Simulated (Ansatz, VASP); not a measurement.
**HfB2 in VASP and in Ansatz**

Contents of INCAR:

```
SYSTEM = HfB2
ALGO     = Normal         ! electronic algorithm
EDIFF    = 1E-7           ! SCF threshold, eV
ENCUT    = 520            ! plane-wave cutoff, eV
GGA      = RP             ! functional
ISIF     = 2              ! what is computed and relaxed
ISMEAR   = 1              ! smearing method
LASPH    = .True.         ! aspherical terms in the spheres
LCHARG   = .True.         ! write CHGCAR
LELF     = .True.         ! ELF
LREAL    = .False.        ! projectors in reciprocal space
LVHAR    = .True.       
LWAVE    = .False.        ! write WAVECAR
NBANDS   = 15             ! bands
NELM     = 100            ! most SCF steps
PREC     = Accurate       ! precision mode
SIGMA    = 0.1            ! smearing width, eV
```

Contents of KPOINTS:

```
k-points
0
Gamma
  10 10 8
  0 0 0
```

The input POSCAR:

```
HfB2
1.0
    3.1400000000      0.0000000000      0.0000000000
   -1.5700000000      2.7193200000      0.0000000000
    0.0000000000      0.0000000000      3.4800000000
Hf B
1 2
Direct
    0.0000000000      0.0000000000      0.0000000000
    0.3333333333      0.6666666667      0.5000000000
    0.6666666667      0.3333333333      0.5000000000
```

Input for Ansatz:

```yaml
crystal:
  lattice:
    - [3.14, 0.0, 0.0]
    - [-1.57, 2.71932, 0.0]
    - [0.0, 0.0, 3.48]
  atoms:
    - { symbol: Hf, position: [0.0, 0.0, 0.0] }
    - { symbol: B, position: [0.3333333333333333, 0.6666666666666666, 0.5] }
    - { symbol: B, position: [0.6666666666666666, 0.3333333333333333, 0.5] }
basis:
  ecutwfc: 462.593566181796
kpoints:
  mp_grid:
    grid: [10, 10, 8]
hamiltonian:
  xc: rpbe
scf:
  occupations:
    method: cold
    width: 0.1
output:
  stress: true
```

Alike in both runs: task single point; functional RPBE; k mesh 10 × 10 × 8; no spin polarisation.

|  | VASP | Ansatz |
| --- | --- | --- |
| version | VASP 6.6.1 | Ansatz 0.2.0 |
| potentials or method | VASP PAW PBE potentials, release 64 (Hf_pv, B), cutoff 520 eV | plane waves, PAW |
| occupations | methfessel-paxton of order 1, width 0.1 eV | cold, width 0.1 eV |
| valence electrons in the cell | 16 | 32 |

|  | VASP | Ansatz | Ansatz less VASP |
| --- | --- | --- | --- |
| pressure (GPa) | 5.1 | 5.6 | +0.50 |
| traceless stress, the component that is largest in VASP (GPa) | 0.40 | 0.26 | -0.134 |

VASP's potentials were made for PBE, not for RPBE. VASP's potentials hold 16 valence electrons a cell and Ansatz's 32, so a difference there can come from the potentials and not from the codes.

Spin-orbit coupling is off throughout.
